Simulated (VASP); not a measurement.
# GaSe3 (I4/mcm) in VASP: single point with PBE

Aim: the single point of GaSe3 with PBE.

Program: VASP 6.6.1. These are calculated values, not measurements. Logs are shortened: lines on timing, memory, paths and dates and some standing lists are left out, and cuts for length are marked.

## 1. The cell of the first run

It takes space group I4/mcm (No. 140, tetragonal). The conventional cell has a = 6.908 Å, b = 6.908 Å, c = 9.896 Å, α = 90.00°, β = 90.00°, γ = 90.00°. Within 3.3 Å of Ga (site symmetry 4/m) lie 6 Se at 2.47 to 2.76 Å. Within 3.0 Å of Se (site symmetry m2m) lie 1 Se at 2.30 Å and 2 Ga at 2.76 Å. Se (site symmetry 422) has 2 Ga at 2.47 Å within 3.3 Å.

## 2. Single point, PBE

The input, INCAR:

```
ALGO = Normal ; EDIFF = 1E-7
ENCUT = 520 ; GGA = PE
ISIF = 2 ; ISMEAR = 0
LASPH = True ; LCHARG = False
LREAL = False ; LWAVE = False
NBANDS = 41 ; NELM = 100
PREC = Accurate ; SIGMA = 0.1
```

The input, KPOINTS:

```
k-points
0
Gamma
  8 8 8
```

The input, POSCAR:

```
GaSe3
1.0
   -3.4542324864      3.4542324864      4.9479815177
    3.4542324864     -3.4542324864      4.9479815177
    3.4542324864      3.4542324864     -4.9479815177
Ga Se
2 6
Direct
    0.5000000000      0.5000000000      0.0000000000
    0.0000000000      0.0000000000      0.0000000000
    0.3823254806      0.8823254806      0.2646509612
    0.8823254806      0.6176745194      0.5000000000
    0.7500000000      0.7500000000      0.0000000000
    0.6176745194      0.1176745194      0.7353490388
    0.1176745194      0.3823254806      0.5000000000
    0.2500000000      0.2500000000      0.0000000000
```

Potentials or basis: VASP PAW PBE potentials, release 64 (Ga_d, Se).

On the command line:

```console
$ cat potpaw_PBE.64/Ga_d/POTCAR potpaw_PBE.64/Se/POTCAR > POTCAR
$ mpirun -np 1 vasp_std > vasp.out
```

OUTCAR:

```text
EDIFF = 1E-7
   ENCUT = 520
   GGA = PE
   ISIF = 2
   ISMEAR = 0
   LASPH = True
   LREAL = False
   NELM = 100
   PREC = Accurate

 ion  position               nearest neighbor table
   1  0.500  0.500  0.000-   5 2.47   8 2.47   6 2.76   3 2.76   4 2.76   7 2.76
   2  0.000  0.000  0.000-   5 2.47   8 2.47   6 2.76   3 2.76   7 2.76   4 2.76
   3  0.382  0.882  0.265-   6 2.30   2 2.76   1 2.76
   4  0.882  0.618  0.500-   7 2.30   2 2.76   1 2.76
   5  0.750  0.750  0.000-   1 2.47   2 2.47
   6  0.618  0.118  0.735-   3 2.30   2 2.76   1 2.76
   7  0.118  0.382  0.500-   4 2.30   1 2.76   2 2.76
   8  0.250  0.250  0.000-   1 2.47   2 2.47

  LATTYP: Found a body centered tetragonal cell.
 ALAT       =     6.9084649728
 C/A-ratio  =     1.4324402127

  Lattice vectors:

 A1 = (  -3.4542324864,   3.4542324864,   4.9479815177)
 A2 = (   3.4542324864,  -3.4542324864,   4.9479815177)
 A3 = (   3.4542324864,   3.4542324864,  -4.9479815177)

Analysis of symmetry for initial positions (statically):
=====================================================================
 Subroutine PRICEL returns:
 Original cell was already a primitive cell.

 Routine SETGRP: Setting up the symmetry group for a
 body centered tetragonal supercell.

 Subroutine GETGRP returns: Found 16 space group operations
 (whereof  8 operations were pure point group operations)
 out of a pool of 16 trial point group operations.

The static configuration has the point symmetry C_4h.
 The point group associated with its full space group is D_4h.

Analysis of symmetry for dynamics (positions and initial velocities):
=====================================================================
 Subroutine PRICEL returns:
 Original cell was already a primitive cell.

 Routine SETGRP: Setting up the symmetry group for a
 body centered tetragonal supercell.

 Subroutine GETGRP returns: Found 16 space group operations
 (whereof  8 operations were pure point group operations)
 out of a pool of 16 trial point group operations.

The dynamic configuration has the point symmetry C_4h.
 The point group associated with its full space group is D_4h.

 Subroutine INISYM returns: Found 16 space group operations
 (whereof  8 operations are pure point group operations),
 and found     1 'primitive' translations

----------------------------------------------------------------------------------------

                                     Primitive cell

  volume of cell :     236.1518

  direct lattice vectors                    reciprocal lattice vectors
    -3.454232486  3.454232486  4.947981518     0.000000000  0.144749956  0.101051307
     3.454232486 -3.454232486  4.947981518     0.144749956  0.000000000  0.101051307
     3.454232486  3.454232486 -4.947981518     0.144749956  0.144749956  0.000000000

  length of vectors
     6.953126293  6.953126293  6.953126293     0.176533046  0.176533046  0.204707351

  position of ions in fractional coordinates (direct lattice)
     0.500000000  0.500000000  0.000000000
     0.000000000  0.000000000  0.000000000
     0.382325481  0.882325481  0.264650961
     0.882325481  0.617674519  0.500000000
     0.750000000  0.750000000  0.000000000
     0.617674519  0.117674519  0.735349039
     0.117674519  0.382325481  0.500000000
     0.250000000  0.250000000  0.000000000

  ion indices of the primitive-cell ions
   primitive index   ion index
                 1           1
                 2           2
                 3           3
                 4           4
                 5           5
                 6           6
                 7           7
                 8           8

----------------------------------------------------------------------------------------

 KPOINTS: k-points

Automatic generation of k-mesh.
 Grid dimensions read from file:
 generate k-points for:    8    8    8

 Generating k-lattice:

  Cartesian coordinates                     Fractional coordinates (reciprocal lattice)
     0.000000000  0.018093744  0.012631413     0.125000000 -0.000000000  0.000000000
     0.018093744  0.000000000  0.012631413    -0.000000000  0.125000000  0.000000000
     0.018093744  0.018093744  0.000000000     0.000000000  0.000000000  0.125000000

  Length of vectors
     0.022066631  0.022066631  0.025588419

  Shift w.r.t. Gamma in fractional coordinates (k-lattice)
     0.000000000  0.000000000  0.000000000

 Subroutine IBZKPT returns following result:
 ===========================================

 Found     59 irreducible k-points:

 Following reciprocal coordinates:
            Coordinates               Weight
  0.000000  0.000000  0.000000      1.000000
  0.125000 -0.000000  0.000000      8.000000
  0.250000 -0.000000  0.000000      8.000000
  0.375000 -0.000000  0.000000      8.000000
  0.500000 -0.000000  0.000000      4.000000
  0.125000  0.125000  0.000000      8.000000
[... 16 lines left out ...]
  0.250000  0.125000  0.125000     16.000000
  0.375000  0.125000  0.125000      8.000000
 [... further k-points ...]
   k-points           NKPTS =     59   k-points in BZ     NKDIM =     59   number of bands    NBANDS=     41
   number of dos      NEDOS =    301   number of ions     NIONS =      8
   total plane-waves  NPLWV = 157464
   dimension x,y,z NGX =    54 NGY =   54 NGZ =   54
   dimension x,y,z NGXF=   108 NGYF=  108 NGZF=  108
   ions per type =               2   6
   NGX,Y,Z   is equivalent  to a cutoff of  12.91, 12.91, 12.91 a.u.
   NGXF,Y,Z  is equivalent  to a cutoff of  25.82, 25.82, 25.82 a.u.
 SYSTEM =  unknown system
   PREC   = accura    normal or accurate (medium, high low for compatibility)
   ISTART =      0    job   : 0-new  1-cont  2-samecut
   ICHARG =      2    charge: 1-file 2-atom 10-const
   ISPIN  =      1    spin polarized calculation?
   LNONCOLLINEAR =      F non collinear calculations
   LSORBIT =      F    spin-orbit coupling
   LASPH  =      T    aspherical Exc in radial PAW
   ENCUT  =  520.0 eV  38.22 Ry    6.18 a.u.  12.93 12.93 12.93*2*pi/ulx,y,z
   NELM   =    100;   NELMIN=  2; NELMDL= -5     # of ELM steps
   EDIFF  = 0.1E-06   stopping-criterion for ELM
   LREAL  =      F    real-space projection
   EDIFFG = 0.1E-05   stopping-criterion for IOM
   NSW    =      0    number of steps for IOM
   IBRION =     -1    ionic relax: 0-MD 1-quasi-New 2-CG
   NFREE  =      0    steps in history (QN), initial steepest desc. (CG)
   ISIF   =      2    stress and relaxation
   ISYM   =      2    0-nonsym 1-usesym 2-fastsym
   POTIM  = 0.5000    time-step for ionic-motion
   TEBEG  =    0.0;   TEEND  =   0.0 temperature during run
   PSTRESS=    0.0 pullay stress
   NELECT =      62.0000    total number of electrons
   NUPDOWN=      -1.0000    fix difference up-down
   EMIN   =  10.00;   EMAX   =-10.00  energy-range for DOS
   EFERMI =   0.00;   METHOD = LEGACY
   ISMEAR =     0;   SIGMA  =   0.10  broadening in eV -4-tet -1-fermi 0-gaus
   EFERMI_NEDOS =   21; number of points for ismear=-14 and -15
   IALGO  =     38    algorithm
   IMIX   =      4    mixing-type and parameters
     AMIX     =   0.40;   BMIX     =  1.00
     AMIX_MAG =   1.60;   BMIX_MAG =  1.00
  volume/ion in A,a.u.               =      29.52       199.20
  Fermi-wavevector in a.u.,A,eV,Ry     =   1.048274  1.980951 14.951161  1.098879
  Thomas-Fermi vector in A             =   2.183189
   LORBIT       =      0    0 simple, 1 ext, 2 COOP (PROOUT), +10 PAW based schemes
   GGA     = PE    functional components
   LHFCALC =     F    Hartree Fock is set to
   AEXX    =    0.0000 exact exchange contribution
   IVDW    =     0    specifies the selected vdW correction
   LEPSILON=     F    determine dielectric tensor
   LRPA    =     F    only Hartree local field effects (RPA)
 non-spin polarized calculation
 Gauss-broadening in eV      SIGMA  =   0.10
  energy-cutoff  :      520.00
  volume of cell :      236.15
 maximum number of plane-waves:      6395
 NGX is ok and might be reduce to    54
   NGX = 25   NGY = 25   NGZ = 25

 number of electron      61.9999982 magnetization

 Free energy of the ion-electron system (eV)
  ---------------------------------------------------
  ext. energy  EPLUGINS =         0.00000000
  ---------------------------------------------------
  free energy    TOTEN  =       -26.06536037 eV

  energy without entropy =      -26.03727682  energy(sigma->0) =      -26.05131859

 E-fermi :   1.6621     XC(G=0):  -8.3935

 val. band max:        1.6583725780   @ k =  -0.2500   0.2500   0.0000
 cond. band min:       1.6703396149   @ k =   0.3750   0.1250   0.1250
 fundamental gap:      0.0119670370
 Fermi energy:         1.6621160570

 k-point     1 :       0.0000    0.0000    0.0000
  band No.  band energies     occupation
      1     -13.4081      2.00000
      2     -13.4062      2.00000
      3     -13.2476      2.00000
      4     -13.2187      2.00000
      5     -13.1866      2.00000
      6     -13.1799      2.00000
[... 33 lines left out ...]
     40       6.3979      0.00000
     41       7.3413      0.00000

 k-point     2 :       0.1250   -0.0000    0.0000
  band No.  band energies     occupation
      1     -13.4016      2.00000
      2     -13.3982      2.00000
      3     -13.2529      2.00000
      4     -13.2217      2.00000
      5     -13.1864      2.00000
      6     -13.1802      2.00000
[... 33 lines left out ...]
     40       6.9523      0.00000
     41       7.4419      0.00000

 k-point     3 :       0.2500   -0.0000    0.0000
  band No.  band energies     occupation
      1     -13.3840      2.00000
      2     -13.3764      2.00000
      3     -13.2678      2.00000
      4     -13.2351      2.00000
      5     -13.1857      2.00000
      6     -13.1809      2.00000
[... 33 lines left out ...]
     40       7.2037      0.00000
     41       7.4900      0.00000

 k-point     4 :       0.3750   -0.0000    0.0000
  band No.  band energies     occupation
      1     -13.3600      2.00000
      2     -13.3476      2.00000
      3     -13.2872      2.00000
      4     -13.2600      2.00000
      5     -13.1846      2.00000
      6     -13.1820      2.00000
[... 825 lines left out ...]
     40       7.3288      0.00000
     41       7.5661      0.00000

 k-point    23 :       0.2500    0.1250    0.1250
  band No.  band energies     occupation
      1     -13.3495      2.00000
      2     -13.3140      2.00000
      3     -13.2894      2.00000
      4     -13.2453      2.00000
      5     -13.1841      2.00000
      6     -13.1819      2.00000
[... 33 lines left out ...]
     40       7.5478      0.00000
     41       7.9432      0.00000

 k-point    24 :       0.3750    0.1250    0.1250
  band No.  band energies     occupation
      1     -13.3232      2.00000
      2     -13.3232      2.00000
      3     -13.2721      2.00000
      4     -13.2721      2.00000
      5     -13.1830      2.00000
      6     -13.1830      2.00000
[... 33 lines left out ...]
     40       7.7949      0.00000
     41       7.9560      0.00000

 [... further k-points ...]

------------------------ aborting loop because EDIFF is reached ----------------------------------------

  FORCE on cell =-STRESS in cart. coord.  units (eV):
  Direction    XX          YY          ZZ          XY          YZ          ZX
  --------------------------------------------------------------------------------------
  -------------------------------------------------------------------------------------
  Total        0.1262712      0.1262712      0.2045737      0.0000000      0.0000000      0.0000000
  in kB        0.8566898      0.8566898      1.3879355      0.0000000      0.0000000      0.0000000
  external PRESSURE =       1.0337717 kB  Pullay stress =       0.0000000 kB

 VOLUME and BASIS-vectors are now :
 -----------------------------------------------------------------------------
  energy-cutoff  :      520.00
  volume of cell :      236.15
      direct lattice vectors                 reciprocal lattice vectors
    -3.454232486  3.454232486  4.947981518     0.000000000  0.144749956  0.101051307
     3.454232486 -3.454232486  4.947981518     0.144749956  0.000000000  0.101051307
     3.454232486  3.454232486 -4.947981518     0.144749956  0.144749956  0.000000000

 POSITION                                       TOTAL-FORCE (eV/Angst)
 -----------------------------------------------------------------------------------
      0.00000      0.00000      4.94798        -0.000000     -0.000000     -0.000000
      0.00000      0.00000      0.00000        -0.000000     -0.000000     -0.000000
      2.64128     -0.81295      4.94798        -0.016003     -0.016003      0.000000
      0.81295      2.64128      4.94798         0.016003     -0.016003     -0.000000
      0.00000      0.00000      7.42197        -0.000000     -0.000000     -0.000000
      0.81295      4.26718     -0.00000         0.016003      0.016003     -0.000000
      2.64128      0.81295      0.00000        -0.016003      0.016003     -0.000000
      0.00000      0.00000      2.47399        -0.000000     -0.000000     -0.000000
 -----------------------------------------------------------------------------------
    total drift:                                0.000000     -0.000000      0.000000

  FREE ENERGIE OF THE ION-ELECTRON SYSTEM (eV)
  ---------------------------------------------------
  free  energy   TOTEN  =       -26.0653603699 eV

  energy  without entropy=      -26.0372768154  energy(sigma->0) =      -26.05131859
```

Wall time 28 min (1 thread of Intel Xeon 8259CL, shared host); peak memory 0.66 GiB.

Results:

- Free energy: -26.0654 eV
- Pressure: 0.1 GPa
- Largest force: 0.023 eV/Å
- Band gap on the k mesh: zero (bands 31 and 32 overlap by 0.74 eV)

Forces in eV/Å, atoms in the order of the input:
```
Ga   0.000  0.000  0.000
Ga   0.000  0.000  0.000
Se  -0.016 -0.016  0.000
Se   0.016 -0.016  0.000
Se   0.000  0.000  0.000
Se   0.016  0.016  0.000
Se  -0.016  0.016  0.000
Se   0.000  0.000  0.000
```

Levels at points of the mesh, in eV from the Fermi level:
| k point | band 29 | band 30 | band 31 | band 32 | band 33 | band 34 |
| --- | --- | --- | --- | --- | --- | --- |
| (0.00, 0.00, 0.00) | -0.75 | -0.55 | -0.10 | 0.67 | 0.67 | 1.68 |
| (0.50, 0.00, 0.00) | -0.70 | -0.70 | 0.12 | 0.12 | 0.52 | 0.52 |
| (0.50, 0.50, 0.00) | -0.76 | -0.65 | -0.36 | -0.11 | 0.12 | 2.22 |
| (0.50, 0.50, 0.50) | -1.15 | -0.51 | -0.12 | -0.12 | 1.99 | 1.99 |
